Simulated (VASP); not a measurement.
Input of a VASP 6.6.1 run:

The input INCAR:

```
SYSTEM = Li
PREC     = Accurate       ! precision mode
ENCUT    = 600            ! plane-wave cutoff, eV
EDIFF    = 1E-6           ! SCF threshold, eV
ISMEAR   = 1              ! smearing method
SIGMA    = 0.1            ! smearing width, eV
LREAL    = .False.        ! projectors in reciprocal space
LASPH    = .True.         ! aspherical terms in the spheres
NELM     = 100            ! most SCF steps
ALGO     = Normal         ! electronic algorithm
ISIF     = 3              ! what is computed and relaxed
LWAVE    = .False.        ! write WAVECAR
LCHARG   = .False.        ! write CHGCAR
GGA      = PS             ! functional
IBRION   = 2              ! ionic algorithm
NSW      = 80             ! ionic steps
EDIFFG   = -0.03          ! ionic threshold
```

KPOINTS

```
regular mesh
0
Gamma
  6 6 6
  0 0 0
```

POSCAR

```
Li
1.0
    3.5100000000      0.0000000000      0.0000000000
    0.0000000000      3.5100000000      0.0000000000
    0.0000000000      0.0000000000      3.5100000000
Li
2
Direct
    0.0000000000      0.0000000000      0.0000000000
    0.5000000000      0.5000000000      0.5000000000
```

Potentials or basis: VASP PAW PBE potentials, release 64 (Li_sv).

Run with:

```sh
$ cat potpaw_PBE.64/Li_sv/POTCAR > POTCAR
$ mpirun -np 1 vasp_std > vasp.out
```

Task: Estimate the relaxed volume.

Result: 20.14 Å³/atom.

Task: Estimate the relaxed cell.

Result: a = 3.428 Å, b = 3.428 Å, c = 3.428 Å, α = 90.00°, β = 90.00°, γ = 90.00°.

Task: What does it give for the band gap on the k mesh?

Result: Zero (band 3 reaches 4.04 eV, above the bottom of band 4 at -0.50 eV).

Step by step:
```tsv
step	energy change (eV)	largest force (eV/Å)	pressure (GPa)	volume (Å³)
1	0.0000	0.0000	-0.94	43.24
2	-0.0042	0.0000	-0.75	42.45
3	-0.0102	0.0000	-0.11	40.28
```

Caveat: the cutoff is under 1.25 times the usual one of these potentials, so pressure, stress and relaxed cells hold a basis-set (Pulay) error; the PAW data sets were made with another functional, which shifts forces and pressure a little.
